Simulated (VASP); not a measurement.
# Bi (P2/m) in VASP: single point with PBEsol

Aim: the single point of Bi with PBEsol.

All numbers are computed with VASP 6.6.1; they aren't measurements. Logs are shortened: lines on timing, memory, paths and dates and some standing lists are left out, and cuts for length are marked.

## Step 1: The cell of the first run

It takes space group P2/m (No. 10, monoclinic). Conventional cell: a = 3.238 Å, b = 3.222 Å, c = 6.444 Å, α = 90.00°, β = 90.72°, γ = 90.00°. Within 4.9 Å of Bi (site symmetry m) lie 18 Bi at 3.22 to 4.81 Å.

## Step 2: Single point, PBEsol

INCAR

```
SYSTEM = Bi
ALGO = Normal ; EDIFF = 1E-6
ENCUT = 500 ; GGA = PS
GGA_COMPAT = .FALSE. ; ISIF = 2
ISMEAR = 0 ; LASPH = .TRUE.
LCHARG = .FALSE. ; LREAL = .FALSE.
LWAVE = .FALSE. ; NBANDS = 22
NELM = 120 ; PREC = Accurate
SIGMA = 0.05
```

KPOINTS

```
k-points
0
G
  10 10 5
  0 0 0
```

POSCAR

```
Bi
1.0
    3.2383760000      0.0000000000      0.0000000000
    0.0000000000      3.2216430000      0.0000000000
   -0.0804550000      0.0000000000      6.4438890000
Bi
2
Direct
    0.4557530000      0.0000000000      0.2504220000
    0.5442470000      0.0000000000      0.7495780000
```

Potentials or basis: VASP PAW PBE potentials, release 64 (Bi_d).

The run is started by

```bash
> cat potpaw_PBE.64/Bi_d/POTCAR > POTCAR
> mpirun -np 1 vasp_std > vasp.out
```

OUTCAR:

```text
SYSTEM = Bi
   EDIFF = 1E-6
   ENCUT = 500
   GGA = PS
   ISIF = 2
   ISMEAR = 0
   LASPH = .TRUE.
   LREAL = .FALSE.
   NELM = 120
   PREC = Accurate

 ion  position               nearest neighbor table
   1  0.456  0.000  0.250-   2 3.23   2 3.24
   2  0.544  0.000  0.750-   1 3.23   1 3.24

  LATTYP: Found a simple monoclinic cell.
 ALAT       =     3.2383760000
 B/A-ratio  =     0.9948329039
 C/A-ratio  =     1.9900071023
 COS(beta)  =    -0.0124844996

  Lattice vectors:

 A1 = (   3.2383760000,   0.0000000000,   0.0000000000)
 A2 = (   0.0000000000,   3.2216430000,   0.0000000000)
 A3 = (  -0.0804550000,   0.0000000000,   6.4438890000)

Analysis of symmetry for initial positions (statically):
=====================================================================
 Subroutine PRICEL returns:
 Original cell was already a primitive cell.

 Routine SETGRP: Setting up the symmetry group for a
 simple monoclinic supercell.

 Subroutine GETGRP returns: Found  4 space group operations
 (whereof  4 operations were pure point group operations)
 out of a pool of  4 trial point group operations.

The static configuration has the point symmetry C_2h.

Analysis of symmetry for dynamics (positions and initial velocities):
=====================================================================
 Subroutine PRICEL returns:
 Original cell was already a primitive cell.

 Routine SETGRP: Setting up the symmetry group for a
 simple monoclinic supercell.

 Subroutine GETGRP returns: Found  4 space group operations
 (whereof  4 operations were pure point group operations)
 out of a pool of  4 trial point group operations.

The dynamic configuration has the point symmetry C_2h.

 Subroutine INISYM returns: Found  4 space group operations
 (whereof  4 operations are pure point group operations),
 and found     1 'primitive' translations

----------------------------------------------------------------------------------------

                                     Primitive cell

  volume of cell :      67.2284

  direct lattice vectors                    reciprocal lattice vectors
     3.238376000  0.000000000  0.000000000     0.308796755  0.000000000  0.003855473
     0.000000000  3.221643000  0.000000000     0.000000000  0.310400625  0.000000000
[... 68 lines left out ...]
   number of dos      NEDOS =    301   number of ions     NIONS =      2
   total plane-waves  NPLWV =  27648
   dimension x,y,z NGX =    24 NGY =   24 NGZ =   48
   dimension x,y,z NGXF=    48 NGYF=   48 NGZF=   96
   ions per type =               2
   NGX,Y,Z   is equivalent  to a cutoff of  12.32, 12.38, 12.38 a.u.
   NGXF,Y,Z  is equivalent  to a cutoff of  24.64, 24.77, 24.77 a.u.
 SYSTEM =  Bi
   PREC   = accura    normal or accurate (medium, high low for compatibility)
   ISTART =      0    job   : 0-new  1-cont  2-samecut
   ICHARG =      2    charge: 1-file 2-atom 10-const
   ISPIN  =      1    spin polarized calculation?
   LNONCOLLINEAR =      F non collinear calculations
   LSORBIT =      F    spin-orbit coupling
   LASPH  =      T    aspherical Exc in radial PAW
   ENCUT  =  500.0 eV  36.75 Ry    6.06 a.u.   5.90  5.87 11.75*2*pi/ulx,y,z
   NELM   =    120;   NELMIN=  2; NELMDL= -5     # of ELM steps
   EDIFF  = 0.1E-05   stopping-criterion for ELM
   LREAL  =      F    real-space projection
[... 7 lines left out ...]
   TEBEG  =    0.0;   TEEND  =   0.0 temperature during run
   PSTRESS=    0.0 pullay stress
   NELECT =      30.0000    total number of electrons
   NUPDOWN=      -1.0000    fix difference up-down
   EMIN   =  10.00;   EMAX   =-10.00  energy-range for DOS
   EFERMI =   0.00;   METHOD = LEGACY
   ISMEAR =     0;   SIGMA  =   0.05  broadening in eV -4-tet -1-fermi 0-gaus
   EFERMI_NEDOS =   21; number of points for ismear=-14 and -15
   IALGO  =     38    algorithm
   IMIX   =      4    mixing-type and parameters
     AMIX     =   0.40;   BMIX     =  1.00
     AMIX_MAG =   1.60;   BMIX_MAG =  1.00
  volume/ion in A,a.u.               =      33.61       226.84
  Fermi-wavevector in a.u.,A,eV,Ry     =   1.251020  2.364085 21.293820  1.565052
  Thomas-Fermi vector in A             =   2.384987
   LORBIT       =      0    0 simple, 1 ext, 2 COOP (PROOUT), +10 PAW based schemes
   GGA     = PS    functional components
   LHFCALC =     F    Hartree Fock is set to
   AEXX    =    0.0000 exact exchange contribution
   IVDW    =     0    specifies the selected vdW correction
   LEPSILON=     F    determine dielectric tensor
   LRPA    =     F    only Hartree local field effects (RPA)
 non-spin polarized calculation
 Gauss-broadening in eV      SIGMA  =   0.05
  energy-cutoff  :      500.00
  volume of cell :       67.23
 maximum number of plane-waves:      1732
   NGX = 11   NGY = 11   NGZ = 23

 number of electron      30.0000014 magnetization

 Free energy of the ion-electron system (eV)
  ---------------------------------------------------
  ext. energy  EPLUGINS =         0.00000000
  ---------------------------------------------------
  free energy    TOTEN  =        -8.55337436 eV

  energy without entropy =       -8.55165776  energy(sigma->0) =       -8.55251606

 E-fermi :   6.6045     XC(G=0):  -9.9529

 val. band max:        6.5862943461   @ k =   0.2000   0.2000  -0.0000
 cond. band min:       6.6066311741   @ k =   0.0000   0.2000   0.4000
 fundamental gap:      0.0203368280
 Fermi energy:         6.6045146351

 k-point     1 :       0.0000    0.0000    0.0000
  band No.  band energies     occupation
      1     -16.2423      2.00000
      2     -16.2300      2.00000
      3     -16.2244      2.00000
      4     -15.9803      2.00000
      5     -15.9778      2.00000
      6     -15.9599      2.00000
[... 589 lines left out ...]
     21      13.6716      0.00000
     22      13.8299      0.00000

 [... further k-points ...]
[... 5 lines left out ...]
  --------------------------------------------------------------------------------------
  -------------------------------------------------------------------------------------
  Total       -0.2043724     -0.1426254     -0.2460138      0.0000000      0.0000000      0.0118721
  in kB       -4.8705734     -3.3990279     -5.8629651      0.0000000      0.0000000      0.2829331
  external PRESSURE =      -4.7108555 kB  Pullay stress =       0.0000000 kB

 VOLUME and BASIS-vectors are now :
 -----------------------------------------------------------------------------
  energy-cutoff  :      500.00
  volume of cell :       67.23
      direct lattice vectors                 reciprocal lattice vectors
     3.238376000  0.000000000  0.000000000     0.308796755  0.000000000  0.003855473
     0.000000000  3.221643000  0.000000000     0.000000000  0.310400625  0.000000000
    -0.080455000  0.000000000  6.443889000     0.000000000  0.000000000  0.155185789

 POSITION                                       TOTAL-FORCE (eV/Angst)
 -----------------------------------------------------------------------------------
      1.45575      0.00000      1.61369        -0.023089      0.000000     -0.006740
      1.70217      0.00000      4.83020         0.023089     -0.000000      0.006740
 -----------------------------------------------------------------------------------
    total drift:                                0.000000     -0.000000      0.000000

  FREE ENERGIE OF THE ION-ELECTRON SYSTEM (eV)
  ---------------------------------------------------
  free  energy   TOTEN  =        -8.5533743555 eV

  energy  without entropy=       -8.5516577642  energy(sigma->0) =       -8.55251606
```

OSZICAR:

```text
N       E                     dE             d eps       ncg     rms          rms(c)
DAV:   1     0.302782292528E+03    0.30278E+03   -0.15933E+04  6864   0.162E+03
DAV:   2     0.170607394517E+02   -0.28572E+03   -0.27855E+03  6984   0.432E+02
DAV:   3    -0.768628962194E+01   -0.24747E+02   -0.24423E+02  8426   0.141E+02
DAV:   4    -0.852857522481E+01   -0.84229E+00   -0.84168E+00  8238   0.284E+01
DAV:   5    -0.856397819418E+01   -0.35403E-01   -0.35402E-01  9668   0.526E+00    0.830E-01
DAV:   6    -0.855551800608E+01    0.84602E-02   -0.22137E-02  8764   0.170E+00    0.471E-01
DAV:   7    -0.855343384565E+01    0.20842E-02   -0.10458E-02  9122   0.123E+00    0.121E-01
DAV:   8    -0.855337649994E+01    0.57346E-04   -0.93846E-04  8528   0.378E-01    0.913E-03
DAV:   9    -0.855337554288E+01    0.95706E-06   -0.32862E-05  9966   0.545E-02    0.524E-03
DAV:  10    -0.855337413177E+01    0.14111E-05   -0.16466E-06  5974   0.132E-02    0.951E-04
DAV:  11    -0.855337435553E+01   -0.22376E-06   -0.47290E-07  4308   0.932E-03
   1 F= -.85533744E+01 E0= -.85525161E+01  d E =-.171659E-02
```

stdout:

```text
POSCAR found type information on POSCAR Bi
 POSCAR found :  1 types and       2 ions
 scaLAPACK will be used
 -----------------------------------------------------------------------------
|                                                                             |
|                                                                             |
|     You enforced a specific xc type in the INCAR file but a different       |
|     I HOPE YOU KNOW WHAT YOU ARE DOING!                                     |
|                                                                             |
 -----------------------------------------------------------------------------

 LDA part: xc-table for (Slater+PW92), standard interpolation
 POSCAR, INCAR and KPOINTS ok, starting setup
 FFT: planning ... GRIDC
 FFT: planning ... GRID_SOFT
 FFT: planning ... GRID
 WAVECAR not read
 entering main loop
```

It took 1.9 min on 1 thread of Intel Xeon 8259CL, shared host; peak memory 0.29 GiB.

What came out:

```yaml
Free_energy: -8.5534 eV
Pressure: -0.5 GPa
Largest_force: 0.024 eV/Å
Band_gap_on_the_k_mesh: zero (bands 15 and 16 overlap by 5.84 eV)
```

Forces on the atoms (eV/Å):
```
Bi  -0.023  0.000 -0.007
Bi   0.023  0.000  0.007
```

Stress tensor (GPa, compression positive):
```
-0.49  0.00  0.03
 0.00 -0.34  0.00
 0.03  0.00 -0.59
```

Caveat: the PAW data sets were made with another functional, which shifts forces and pressure a little; spin-orbit coupling is left out, which moves the levels of the heavy elements.

The gap in the log of VASP goes by the Fermi energy; the results here count the filled bands.